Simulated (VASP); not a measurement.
# Al (P6_3/mmc) in VASP: notebook, part 2 of 2

VASP 6.6.1. Earlier steps stand in the parts before.

### Step 5. Single point, PBE+D3(BJ)

This run uses another cell than the first one, of 14.48 Å³/atom.

INCAR reads:

```
SYSTEM = Al
  PREC = Accurate
  ENCUT = 520
  EDIFF = 1E-6
  ISMEAR = 0
  SIGMA = 0.15
  LREAL = .FALSE.
  LASPH = .TRUE.
  NELM = 60
  ALGO = Fast
  ISIF = 2
  LWAVE = .FALSE.
  LCHARG = .FALSE.
  GGA = PE
  IVDW = 12
  NBANDS = 14
```

KPOINTS reads:

```
Automatic mesh
0
G
  18 18 4
  0 0 0
```

POSCAR reads:

```
Al
1.0
    2.8144222649      0.0000000000      0.0000000000
   -1.4072111325      2.4373611784      0.0000000000
    0.0000000000      0.0000000000      8.4426000000
Al
4
Direct
    0.0000000000      0.0000000000      0.0000000000
    0.3333333333      0.6666666667      0.2500000000
    0.0000000000      0.0000000000      0.5000000000
    0.6666666667      0.3333333333      0.7500000000
```

Potentials or basis: VASP PAW PBE potentials, release 64 (Al).

Command:

```sh
$ cat potpaw_PBE.64/Al/POTCAR > POTCAR
$ mpirun -np 1 vasp_std > vasp.out
```

OUTCAR:

```text
SYSTEM = Al
   PREC = Accurate
   ENCUT = 520
   EDIFF = 1E-6
   ISMEAR = 0
   LREAL = .FALSE.
   LASPH = .TRUE.
   NELM = 60
   ISIF = 2
   GGA = PE
   IVDW = 12
 IVDW          = 12

 ion  position               nearest neighbor table
   1  0.000  0.000  0.000-   2 2.66   4 2.66   4 2.66   2 2.66   4 2.66   2 2.66
   2  0.333  0.667  0.250-   1 2.66   3 2.66   1 2.66   3 2.66   1 2.66   3 2.66
   3  0.000  0.000  0.500-   2 2.66   4 2.66   4 2.66   2 2.66   4 2.66   2 2.66
   4  0.667  0.333  0.750-   1 2.66   3 2.66   1 2.66   3 2.66   1 2.66   3 2.66

  LATTYP: Found a hexagonal cell.
 ALAT       =     2.8144222649
 C/A-ratio  =     2.9997630794

  Lattice vectors:

 A1 = (   2.8144222649,   0.0000000000,   0.0000000000)
 A2 = (  -1.4072111325,   2.4373611784,   0.0000000000)
 A3 = (   0.0000000000,   0.0000000000,   8.4426000000)

Analysis of symmetry for initial positions (statically):
=====================================================================
 Subroutine PRICEL returns:
 Original cell was already a primitive cell.

 Routine SETGRP: Setting up the symmetry group for a
 hexagonal supercell.

 Subroutine GETGRP returns: Found 24 space group operations
 (whereof 12 operations were pure point group operations)
 out of a pool of 24 trial point group operations.

The static configuration has the point symmetry D_3d.
 The point group associated with its full space group is D_6h.

Analysis of symmetry for dynamics (positions and initial velocities):
=====================================================================
 Subroutine PRICEL returns:
 Original cell was already a primitive cell.

 Routine SETGRP: Setting up the symmetry group for a
 hexagonal supercell.

 Subroutine GETGRP returns: Found 24 space group operations
 (whereof 12 operations were pure point group operations)
 out of a pool of 24 trial point group operations.

The dynamic configuration has the point symmetry D_3d.
 The point group associated with its full space group is D_6h.

[... 135 lines left out ...]
 Gauss-broadening in eV      SIGMA  =   0.15
  energy-cutoff  :      520.00
  volume of cell :       57.91
 maximum number of plane-waves:      1580
 NGX is ok and might be reduce to    24
   NGX = 11   NGY = 11   NGZ = 31

 number of electron      12.0000000 magnetization

 Free energy of the ion-electron system (eV)
  ---------------------------------------------------
  ext. energy  EPLUGINS =         0.00000000
  ---------------------------------------------------
  free energy    TOTEN  =       -14.51220431 eV

  energy without entropy =      -14.49716003  energy(sigma->0) =      -14.50468217

 E-fermi :   9.3895     XC(G=0): -10.6767

 val. band max:        9.3834544135   @ k =   0.2778   0.0556   0.0000
 cond. band min:       9.4104532391   @ k =   0.4444   0.0000   0.0000
 fundamental gap:      0.0269988257
 Fermi energy:         9.3895338868

 k-point     1 :       0.0000    0.0000    0.0000
  band No.  band energies     occupation
      1      -2.6405      2.00000
      2      -0.5852      2.00000
      3      -0.5837      2.00000
      4       4.8890      2.00000
      5       5.9879      2.00000
      6      14.8953      0.00000
      7      14.9415      0.00000
      8      19.7349      0.00000
      9      19.7349      0.00000
     10      19.9160      0.00000
     11      19.9160      0.00000
     12      20.9684      0.00000
     13      20.9705      0.00000
     14      21.1811      0.00000
[... 377 lines left out ...]
      1       2.4025      2.00000
      2       4.3263      2.00000
      3       4.3519      2.00000
      4       5.0203      2.00000
      5       7.0242      2.00000
      6       7.0620      2.00000
      7       9.6157      0.03295
      8      10.5798      0.00000
      9      11.7450      0.00000
     10      12.0922      0.00000
     11      13.5199      0.00000
     12      13.5759      0.00000
     13      14.3492      0.00000
     14      18.4138      0.00000

 [... further k-points ...]

------------------------ aborting loop because EDIFF is reached ----------------------------------------

 Edisp (eV)   -1.54172

 E8    (eV) :    -0.6910

  FORCE on cell =-STRESS in cart. coord.  units (eV):
  Direction    XX          YY          ZZ          XY          YZ          ZX
  --------------------------------------------------------------------------------------
  -------------------------------------------------------------------------------------
  Total       2.36552     2.36552     6.60363    -0.00000    -0.00000    -0.00000
  in kB      65.44119    65.44119   182.68726    -0.00000    -0.00000    -0.00000
  external pressure =      104.52 kB  Pullay stress =        0.00 kB

 VOLUME and BASIS-vectors are now :
 -----------------------------------------------------------------------------
  energy-cutoff  :      520.00
  volume of cell :       57.91
      direct lattice vectors                 reciprocal lattice vectors
     2.814422265  0.000000000  0.000000000     0.355312709  0.205139888  0.000000000
    -1.407211133  2.437361178  0.000000000     0.000000000  0.410279777  0.000000000
     0.000000000  0.000000000  8.442600000     0.000000000  0.000000000  0.118446924

 POSITION                                       TOTAL-FORCE (eV/Angst)
 -----------------------------------------------------------------------------------
      0.00000      0.00000      0.00000        -0.000000      0.000000      0.000000
     -0.00000      1.62491      2.11065        -0.000000      0.000000     -0.000000
      0.00000      0.00000      4.22130        -0.000000      0.000000      0.000000
      1.40721      0.81245      6.33195         0.000000     -0.000000      0.000000
 -----------------------------------------------------------------------------------
    total drift:                               -0.000000      0.000000      0.000000

  FREE ENERGIE OF THE ION-ELECTRON SYSTEM (eV)
  ---------------------------------------------------
  free  energy   TOTEN  =       -16.0539276132 eV

  energy  without entropy=      -16.0388833307  energy(sigma->0) =      -16.04640547
```

Wall time 1.9 min (1 thread of Intel Xeon 8259CL, shared host); peak memory 0.23 GiB.

What came out:

* Free energy: -16.0539 eV
* Pressure: 10.5 GPa
* Band gap on the k mesh: zero (bands 6 and 7 overlap by 7.42 eV)
* Dispersion energy per atom: -0.385 eV

Levels at points of the mesh, in eV from the Fermi level:
| k point | band 4 | band 5 | band 6 | band 7 | band 8 | band 9 |
| --- | --- | --- | --- | --- | --- | --- |
| (0.00, 0.00, 0.00) | -4.50 | -3.40 | 5.51 | 5.55 | 10.35 | 10.35 |
| (0.50, 0.00, 0.00) | -4.32 | -3.63 | -3.53 | 1.00 | 1.42 | 2.44 |
| (0.00, 0.00, 0.50) | -7.46 | 0.43 | 0.43 | 10.73 | 10.73 | 10.73 |
| (0.50, 0.00, 0.50) | -5.43 | -1.88 | -1.88 | -1.12 | -1.12 | 5.28 |

Caveat: the stress differs along the axes, from 7 to 18 GPa.

### Step 6. Overview

```tsv
cell	gap on the mesh (eV)	pressure (GPa)
a = 2.933, b = 2.933, c = 7.644 Å, angles 90.0, 90.0, 120.0°, 4 atoms	none	18.6
a = 2.617, b = 2.617, c = 9.640 Å, angles 90.0, 90.0, 120.0°, 4 atoms	none	13.5
a = 2.736, b = 2.736, c = 8.842 Å, angles 90.0, 90.0, 120.0°, 4 atoms	none	10.8
a = 2.814, b = 2.814, c = 8.443 Å, angles 90.0, 90.0, 120.0°, 4 atoms	none	10.5
```

Alike in all rows: task single point; level PBE+D3(BJ); potentials or basis VASP PAW PBE potentials, release 64 (Al); no spin polarisation; k mesh 18 × 18 × 4; cutoff (eV) 520; smearing gaussian 0.15 eV.

Caveats: the stress differs along the axes, from 10 to 35 GPa (at least some runs); the stress differs along the axes, from 2 to 19 GPa (at least some runs); the cell stands under pressure (at least some runs); the stress differs along the axes, from 7 to 18 GPa (at least some runs).

Absolute energies hang on the potentials; compare differences alone.

The gap in the log of VASP goes by the Fermi energy; the results here count the filled bands.